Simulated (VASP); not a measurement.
# Zn2SbO3 (Pmmm) in VASP: notebook

The runs below take Zn2SbO3 through single point, with PBE.

Program: VASP 6.6.1. These are calculated values, not measurements. Logs are shortened: lines on timing, memory, paths and dates and some standing lists are left out, and cuts for length are marked.

### Step 1. The cell of the first run

It takes space group Pmmm (No. 47, orthorhombic). Conventional cell: a = 3.412 Å, b = 4.316 Å, c = 6.342 Å, α = 90.00°, β = 90.00°, γ = 90.00°. Within 1.6 Å of Zn (site symmetry m2m) lie 1 O at 1.20 Å. Sb (site symmetry mmm) has 2 O at 1.71 Å and 4 Zn at 2.09 Å within 2.3 Å. Within 3.0 Å of O (site symmetry mm2) lie 4 Zn at 2.29 Å and 5 O at 2.39 to 3.00 Å and 2 Sb at 2.47 Å. O (site symmetry mmm) has 2 Zn at 1.20 Å within 1.6 Å.

### Step 2. Single point, PBE

Input file INCAR:

```
ALGO = Normal
EDIFF = 1E-7
ENCUT = 520
GGA = PE
ISIF = 2
ISMEAR = 0
LASPH = T
LCHARG = T
LELF = T
LREAL = F
LVHAR = T
LWAVE = F
NBANDS = 32
NELM = 80
PREC = Accurate
SIGMA = 0.1
```

Input file KPOINTS:

```
k-points
0
Gamma
  6 4 4
```

Input file POSCAR:

```
Zn2SbO3
1.0
    3.4116157300      0.0000000000      0.0000000000
    0.0000000000      4.3163164300      0.0000000000
    0.0000000000      0.0000000000      6.3417658200
Zn Sb O
2 1 3
Direct
    0.5000000000      0.7208384200      0.5000000000
    0.5000000000      0.2791615800      0.5000000000
    0.0000000000      0.0000000000      0.5000000000
    0.0000000000      0.5000000000      0.6886236400
    0.0000000000      0.5000000000      0.3113763600
    0.5000000000      0.0000000000      0.5000000000
```

Potentials or basis: VASP PAW PBE potentials, release 64 (Zn, Sb, O).

Run with:

```console
cat potpaw_PBE.64/Zn/POTCAR potpaw_PBE.64/Sb/POTCAR potpaw_PBE.64/O/POTCAR > POTCAR
mpirun -np 1 vasp_std > vasp.out
```

OUTCAR:

```text
EDIFF = 1E-7
   ENCUT = 520
   GGA = PE
   ISIF = 2
   ISMEAR = 0
   LASPH = T
   LREAL = F
   NELM = 80
   PREC = Accurate

 ion  position               nearest neighbor table
   1  0.500  0.721  0.500-   6 1.20   2 1.91   3 2.09   3 2.09   4 2.29   5 2.29   4 2.29   5 2.29
                             2 2.41
   2  0.500  0.279  0.500-   6 1.20   1 1.91   3 2.09   3 2.09   4 2.29   5 2.29   4 2.29   5 2.29
                             1 2.41
   3  0.000  0.000  0.500-   6 1.71   6 1.71   1 2.09   1 2.09   2 2.09   2 2.09   5 2.47   5 2.47
                             4 2.47   4 2.47
   4  0.000  0.500  0.689-   1 2.29   2 2.29   1 2.29   2 2.29   3 2.47   3 2.47
   5  0.000  0.500  0.311-   1 2.29   2 2.29   1 2.29   2 2.29   3 2.47   3 2.47
   6  0.500  0.000  0.500-   1 1.20   2 1.20   3 1.71   3 1.71

 -----------------------------------------------------------------------------
|                                                                             |
|           W    W    AA    RRRRR   N    N  II  N    N   GGGG   !!!           |
|           W    W   A  A   R    R  NN   N  II  NN   N  G    G  !!!           |
|           W    W  A    A  R    R  N N  N  II  N N  N  G       !!!           |
|           W WW W  AAAAAA  RRRRR   N  N N  II  N  N N  G  GGG   !            |
|           WW  WW  A    A  R   R   N   NN  II  N   NN  G    G                |
|           W    W  A    A  R    R  N    N  II  N    N   GGGG   !!!           |
|                                                                             |
|     The distance between some ions is very small. Please check the          |
|     nearest-neighbor list in the OUTCAR file.                               |
|     I HOPE YOU KNOW WHAT YOU ARE DOING!                                     |
|                                                                             |
 -----------------------------------------------------------------------------

  LATTYP: Found a simple orthorhombic cell.
 ALAT       =     3.4116157300
 B/A-ratio  =     1.2651824741
 C/A-ratio  =     1.8588745984

  Lattice vectors:

 A1 = (   3.4116157300,   0.0000000000,   0.0000000000)
 A2 = (   0.0000000000,   4.3163164300,   0.0000000000)
 A3 = (   0.0000000000,   0.0000000000,   6.3417658200)

Analysis of symmetry for initial positions (statically):
=====================================================================
 Subroutine PRICEL returns:
 Original cell was already a primitive cell.

 Routine SETGRP: Setting up the symmetry group for a
 simple orthorhombic supercell.

 Subroutine GETGRP returns: Found  8 space group operations
 (whereof  8 operations were pure point group operations)
 out of a pool of  8 trial point group operations.

The static configuration has the point symmetry D_2h.

Analysis of symmetry for dynamics (positions and initial velocities):
=====================================================================
 Subroutine PRICEL returns:
 Original cell was already a primitive cell.

 Routine SETGRP: Setting up the symmetry group for a
 simple orthorhombic supercell.

 Subroutine GETGRP returns: Found  8 space group operations
 (whereof  8 operations were pure point group operations)
 out of a pool of  8 trial point group operations.

The dynamic configuration has the point symmetry D_2h.

 Subroutine INISYM returns: Found  8 space group operations
 (whereof  8 operations are pure point group operations),
 and found     1 'primitive' translations

----------------------------------------------------------------------------------------

                                     Primitive cell

  volume of cell :      93.3864

  direct lattice vectors                    reciprocal lattice vectors
     3.411615730  0.000000000  0.000000000     0.293116247  0.000000000  0.000000000
     0.000000000  4.316316430  0.000000000     0.000000000  0.231679029  0.000000000
     0.000000000  0.000000000  6.341765820     0.000000000  0.000000000  0.157684788

  length of vectors
     3.411615730  4.316316430  6.341765820     0.293116247  0.231679029  0.157684788

  position of ions in fractional coordinates (direct lattice)
     0.500000000  0.720838420  0.500000000
     0.500000000  0.279161580  0.500000000
     0.000000000  0.000000000  0.500000000
     0.000000000  0.500000000  0.688623640
     0.000000000  0.500000000  0.311376360
     0.500000000  0.000000000  0.500000000

  ion indices of the primitive-cell ions
   primitive index   ion index
                 1           1
                 2           2
                 3           3
                 4           4
                 5           5
                 6           6

----------------------------------------------------------------------------------------

 KPOINTS: k-points

Automatic generation of k-mesh.
 Grid dimensions read from file:
 generate k-points for:    6    4    4

 Generating k-lattice:

  Cartesian coordinates                     Fractional coordinates (reciprocal lattice)
     0.048852708  0.000000000  0.000000000     0.166666667  0.000000000  0.000000000
     0.000000000  0.057919757  0.000000000     0.000000000  0.250000000  0.000000000
     0.000000000  0.000000000  0.039421197     0.000000000  0.000000000  0.250000000

  Length of vectors
     0.048852708  0.057919757  0.039421197

  Shift w.r.t. Gamma in fractional coordinates (k-lattice)
     0.000000000  0.000000000  0.000000000

 Subroutine IBZKPT returns following result:
 ===========================================

 Found     36 irreducible k-points:

 Following reciprocal coordinates:
            Coordinates               Weight
  0.000000  0.000000  0.000000      1.000000
  0.166667  0.000000  0.000000      2.000000
  0.333333  0.000000  0.000000      2.000000
  0.500000  0.000000  0.000000      1.000000
  0.000000  0.250000  0.000000      2.000000
  0.166667  0.250000  0.000000      4.000000
[... 16 lines left out ...]
  0.333333  0.500000  0.250000      4.000000
  0.500000  0.500000  0.250000      2.000000
 [... further k-points ...]
   k-points           NKPTS =     36   k-points in BZ     NKDIM =     36   number of bands    NBANDS=     32
   number of dos      NEDOS =    301   number of ions     NIONS =      6
   total plane-waves  NPLWV =  43008
   dimension x,y,z NGX =    28 NGY =   32 NGZ =   48
   dimension x,y,z NGXF=    56 NGYF=   64 NGZF=   96
   ions per type =               2   1   3
   NGX,Y,Z   is equivalent  to a cutoff of  13.64, 12.33, 12.58 a.u.
   NGXF,Y,Z  is equivalent  to a cutoff of  27.29, 24.65, 25.17 a.u.
 SYSTEM =  unknown system
   PREC   = accura    normal or accurate (medium, high low for compatibility)
   ISTART =      0    job   : 0-new  1-cont  2-samecut
   ICHARG =      2    charge: 1-file 2-atom 10-const
   ISPIN  =      1    spin polarized calculation?
   LNONCOLLINEAR =      F non collinear calculations
   LSORBIT =      F    spin-orbit coupling
   LASPH  =      T    aspherical Exc in radial PAW
   ENCUT  =  520.0 eV  38.22 Ry    6.18 a.u.   6.34  8.03 11.79*2*pi/ulx,y,z
   NELM   =     80;   NELMIN=  2; NELMDL= -5     # of ELM steps
   EDIFF  = 0.1E-06   stopping-criterion for ELM
   LREAL  =      F    real-space projection
   EDIFFG = 0.1E-05   stopping-criterion for IOM
   NSW    =      0    number of steps for IOM
   IBRION =     -1    ionic relax: 0-MD 1-quasi-New 2-CG
   NFREE  =      0    steps in history (QN), initial steepest desc. (CG)
   ISIF   =      2    stress and relaxation
   ISYM   =      2    0-nonsym 1-usesym 2-fastsym
   POTIM  = 0.5000    time-step for ionic-motion
   TEBEG  =    0.0;   TEEND  =   0.0 temperature during run
   PSTRESS=    0.0 pullay stress
   NELECT =      47.0000    total number of electrons
   NUPDOWN=      -1.0000    fix difference up-down
   EMIN   =  10.00;   EMAX   =-10.00  energy-range for DOS
   EFERMI =   0.00;   METHOD = LEGACY
   ISMEAR =     0;   SIGMA  =   0.10  broadening in eV -4-tet -1-fermi 0-gaus
   EFERMI_NEDOS =   21; number of points for ismear=-14 and -15
   IALGO  =     38    algorithm
   IMIX   =      4    mixing-type and parameters
     AMIX     =   0.40;   BMIX     =  1.00
     AMIX_MAG =   1.60;   BMIX_MAG =  1.00
  volume/ion in A,a.u.               =      15.56       105.03
  Fermi-wavevector in a.u.,A,eV,Ry     =   1.302206  2.460812 23.071939  1.695740
  Thomas-Fermi vector in A             =   2.433289
   LORBIT       =      0    0 simple, 1 ext, 2 COOP (PROOUT), +10 PAW based schemes
   GGA     = PE    functional components
   LHFCALC =     F    Hartree Fock is set to
   AEXX    =    0.0000 exact exchange contribution
   IVDW    =     0    specifies the selected vdW correction
   LEPSILON=     F    determine dielectric tensor
   LRPA    =     F    only Hartree local field effects (RPA)
 non-spin polarized calculation
 Gauss-broadening in eV      SIGMA  =   0.10
  energy-cutoff  :      520.00
  volume of cell :       93.39
 maximum number of plane-waves:      2548
 NGX is ok and might be reduce to    28
   NGX = 13   NGY = 17   NGZ = 23

 number of electron      47.0000005 magnetization

 Free energy of the ion-electron system (eV)
  ---------------------------------------------------
  ext. energy  EPLUGINS =         0.00000000
  ---------------------------------------------------
  free energy    TOTEN  =        25.99412337 eV

  energy without entropy =       26.01180493  energy(sigma->0) =       26.00296415

 E-fermi :   4.1224     XC(G=0):  -8.7668

 val. band max:        4.1202029800   @ k =   0.3333   0.2500   0.5000
 cond. band min:       4.1292075675   @ k =   0.3333   0.5000   0.0000
 fundamental gap:      0.0090045875
 Fermi energy:         4.1223820173

 k-point     1 :       0.0000    0.0000    0.0000
  band No.  band energies     occupation
      1     -26.7556      2.00000
      2     -16.4788      2.00000
      3     -15.6329      2.00000
      4     -14.7661      2.00000
      5     -14.1555      2.00000
      6     -13.7919      2.00000
[... 24 lines left out ...]
     31      11.1553      0.00000
     32      12.7396      0.00000

 k-point     2 :       0.1667    0.0000    0.0000
  band No.  band energies     occupation
      1     -26.8983      2.00000
      2     -16.6819      2.00000
      3     -15.3668      2.00000
      4     -14.7056      2.00000
      5     -14.1392      2.00000
      6     -13.6770      2.00000
[... 24 lines left out ...]
     31      11.7199      0.00000
     32      13.2654      0.00000

 k-point     3 :       0.3333    0.0000    0.0000
  band No.  band energies     occupation
      1     -27.1737      2.00000
      2     -16.8719      2.00000
      3     -15.0465      2.00000
      4     -14.5841      2.00000
      5     -14.1089      2.00000
      6     -13.4351      2.00000
[... 24 lines left out ...]
     31      12.1871      0.00000
     32      12.3181      0.00000

 k-point     4 :       0.5000    0.0000    0.0000
  band No.  band energies     occupation
      1     -27.3064      2.00000
      2     -16.9208      2.00000
      3     -14.9287      2.00000
      4     -14.5233      2.00000
      5     -14.0943      2.00000
      6     -13.3084      2.00000
[... 24 lines left out ...]
     31      12.3827      0.00000
     32      12.4623      0.00000

 k-point     5 :       0.0000    0.2500    0.0000
  band No.  band energies     occupation
      1     -26.6349      2.00000
      2     -16.4028      2.00000
      3     -15.7797      2.00000
      4     -15.1748      2.00000
      5     -14.1058      2.00000
      6     -13.6794      2.00000
[... 584 lines left out ...]
     31      11.6956      0.00000
     32      11.7637      0.00000

 k-point    22 :       0.1667    0.5000    0.2500
  band No.  band energies     occupation
      1     -26.6588      2.00000
      2     -16.4179      2.00000
      3     -16.0684      2.00000
      4     -15.2189      2.00000
      5     -14.0441      2.00000
      6     -13.4199      2.00000
[... 24 lines left out ...]
     31      11.6610      0.00000
     32      12.3610      0.00000

 k-point    23 :       0.3333    0.5000    0.2500
  band No.  band energies     occupation
      1     -26.9474      2.00000
      2     -16.5498      2.00000
      3     -15.8101      2.00000
      4     -15.2033      2.00000
      5     -14.0072      2.00000
      6     -13.1409      2.00000
[... 24 lines left out ...]
     31      12.1939      0.00000
     32      13.3997      0.00000

 k-point    24 :       0.5000    0.5000    0.2500
  band No.  band energies     occupation
      1     -27.0862      2.00000
      2     -16.5956      2.00000
      3     -15.6718      2.00000
      4     -15.2012      2.00000
      5     -13.9886      2.00000
      6     -12.9927      2.00000
[... 24 lines left out ...]
     31      12.6172      0.00000
     32      12.6807      0.00000

 [... further k-points ...]

------------------------ aborting loop because EDIFF is reached ----------------------------------------

  FORCE on cell =-STRESS in cart. coord.  units (eV):
  Direction    XX          YY          ZZ          XY          YZ          ZX
  --------------------------------------------------------------------------------------
  -------------------------------------------------------------------------------------
  Total      117.9794221    241.8413370      2.3412973     -0.0000000      0.0000000      0.0000000
  in kB     2024.1060478   4149.1346882     40.1683100     -0.0000000      0.0000000      0.0000000
  external PRESSURE =    2071.1363487 kB  Pullay stress =       0.0000000 kB

 VOLUME and BASIS-vectors are now :
 -----------------------------------------------------------------------------
  energy-cutoff  :      520.00
  volume of cell :       93.39
      direct lattice vectors                 reciprocal lattice vectors
     3.411615730  0.000000000  0.000000000     0.293116247  0.000000000  0.000000000
     0.000000000  4.316316430  0.000000000     0.000000000  0.231679029  0.000000000
     0.000000000  0.000000000  6.341765820     0.000000000  0.000000000  0.157684788

 POSITION                                       TOTAL-FORCE (eV/Angst)
 -----------------------------------------------------------------------------------
      1.70581      3.11137      3.17088        -0.000000    -83.684830     -0.000000
      1.70581      1.20495      3.17088        -0.000000     83.684830     -0.000000
      0.00000      0.00000      3.17088        -0.000000      0.000000     -0.000000
      0.00000      2.15816      4.36709        -0.000000      0.000000      0.964063
      0.00000      2.15816      1.97468         0.000000      0.000000     -0.964063
      1.70581      0.00000      3.17088        -0.000000      0.000000     -0.000000
 -----------------------------------------------------------------------------------
    total drift:                                0.000000      0.000000      0.000000

  FREE ENERGIE OF THE ION-ELECTRON SYSTEM (eV)
  ---------------------------------------------------
  free  energy   TOTEN  =        25.9941233741 eV

  energy  without entropy=       26.0118049341  energy(sigma->0) =       26.00296415
```

Wall time 1.9 min (1 thread of AMD EPYC 9R45 (Zen 5), shared host); peak memory 0.22 GiB.

Results:

| Quantity | Value |
| --- | --- |
| Free energy | 25.9941 eV |
| Pressure | 207.1 GPa |
| Largest force | 83.685 eV/Å |

Forces on the atoms (eV/Å):
```
Zn    0.000 -83.685   0.000
Zn    0.000  83.685   0.000
Sb    0.000   0.000   0.000
O     0.000   0.000   0.964
O     0.000   0.000  -0.964
O     0.000   0.000   0.000
```

Levels at points of the mesh, in eV from the Fermi level:
```csv
k point,band 20,band 21,band 22,band 23,band 24,band 25,band 26,band 27,band 28,band 29
"(0.00, 0.00, 0.00)",-3.69,-3.52,-3.02,-1.92,-0.65,-0.31,3.82,4.87,5.73,5.73
"(0.50, 0.00, 0.00)",-3.77,-3.64,-1.82,-1.77,-1.55,1.39,1.59,4.58,5.10,5.81
"(0.00, 0.50, 0.00)",-4.55,-3.01,-1.91,-1.05,-0.72,2.02,2.49,3.49,4.45,4.84
"(0.50, 0.50, 0.00)",-5.01,-4.81,-1.71,0.02,0.48,0.85,1.98,2.92,5.08,5.53
"(0.00, 0.00, 0.50)",-3.55,-3.51,-3.03,-2.22,-0.52,-0.51,4.73,4.90,5.74,5.77
"(0.50, 0.00, 0.50)",-3.80,-3.66,-1.94,-1.76,-1.63,1.41,1.61,4.88,5.02,5.65
"(0.00, 0.50, 0.50)",-4.58,-3.02,-2.14,-1.05,-0.57,1.81,2.27,4.47,4.85,5.12
"(0.50, 0.50, 0.50)",-5.04,-4.80,-1.88,0.12,0.48,0.83,2.02,3.13,4.50,5.43
```

Caveat: the k points lie up to 0.36 Å⁻¹ apart; spin-orbit coupling is left out, which moves the levels of the heavy elements; an odd number of electrons without spin polarisation forces a metal; a magnetic or distorted state may lie lower.

### Step 3. Single point, PBE

This run uses another cell than the first one, of 18.23 Å³/atom, 1.171 times its volume.

Input file INCAR:

```
SYSTEM = Zn2SbO3
PREC = Accurate
ENCUT = 600
EDIFF = 1E-6
ISMEAR = 0
SIGMA = 0.1
LREAL = .False.
LASPH = .True.
NELM = 120
ALGO = Normal
ISIF = 2
LWAVE = .False.
LCHARG = .False.
GGA = PE
NBANDS = 38
GGA_COMPAT = .False.
```

Input file KPOINTS:

```
regular mesh
0
Gamma
  6 4 4
  0 0 0
```

Input file POSCAR:

```
Zn2SbO3
1.0
    4.9977178336      0.0000000000      0.0000000000
    0.0000000000      6.0428248636      0.0000000000
    0.0000000000      0.0000000000      3.6210343177
Zn Sb O
2 1 3
Direct
    0.5000000000      0.6876409934      0.5000000000
    0.5000000000      0.3123590066      0.5000000000
    0.0000000000      0.0000000000      0.5000000000
    0.0000000000      0.5000000000      0.6847804329
    0.0000000000      0.5000000000      0.3152195671
    0.5000000000      0.0000000000      0.5000000000
```

Potentials or basis: VASP PAW PBE potentials, release 64 (Zn, Sb_d_GW, O).

Run with:

```console
cat potpaw_PBE.64/Zn/POTCAR potpaw_PBE.64/Sb_d_GW/POTCAR potpaw_PBE.64/O/POTCAR > POTCAR
mpirun -np 1 vasp_std > vasp.out
```

Run time: 3.5 min. Hardware: 1 thread of Intel Xeon Platinum 8488C (Sapphire Rapids), shared host; peak memory 0.36 GiB.

Results (log left out):

| Property | Result |
| --- | --- |
| Free energy | -20.5406 eV |
| Pressure | 0.5 GPa |
| Largest force | 0.442 eV/Å |

Forces in eV/Å, atoms in the order of the input:
```
Zn   0.000 -0.072  0.000
Zn   0.000  0.072  0.000
Sb   0.000  0.000  0.000
O    0.000  0.000  0.442
O    0.000  0.000 -0.442
O    0.000  0.000  0.000
```

Stress tensor (GPa, compression positive):
```
0.27 0.00 0.00
0.00 0.64 0.00
0.00 0.00 0.51
```

Levels at points of the mesh, in eV from the Fermi level:
```csv
k point,band 25,band 26,band 27,band 28,band 29,band 30,band 31,band 32,band 33,band 34
"(0.00, 0.00, 0.00)",-3.47,-2.97,0.04,0.16,0.49,2.54,2.68,3.89,4.28,5.37
"(0.50, 0.00, 0.00)",-2.80,-2.36,-0.14,0.05,0.07,0.39,2.36,2.86,3.82,6.77
"(0.00, 0.50, 0.00)",-2.88,-2.51,-0.07,-0.05,0.16,1.25,2.41,2.91,3.79,6.50
"(0.50, 0.50, 0.00)",-2.67,-1.54,-1.36,-1.22,-0.06,0.03,2.59,2.91,5.35,6.83
"(0.00, 0.00, 0.50)",-4.30,-2.01,-1.48,-1.08,-0.76,1.22,1.83,3.48,3.63,5.09
"(0.50, 0.00, 0.50)",-2.48,-2.39,-1.19,-1.18,-0.94,0.59,1.40,2.53,3.60,4.54
"(0.00, 0.50, 0.50)",-4.15,-1.89,-1.53,-0.76,-0.21,0.80,0.83,3.21,3.37,4.84
"(0.50, 0.50, 0.50)",-2.74,-2.35,-1.43,-0.65,-0.33,-0.31,0.13,2.07,3.95,4.33
```

Caveat: the k points lie up to 0.43 Å⁻¹ apart; spin-orbit coupling is left out, which moves the levels of the heavy elements; an odd number of electrons without spin polarisation forces a metal; a magnetic or distorted state may lie lower.
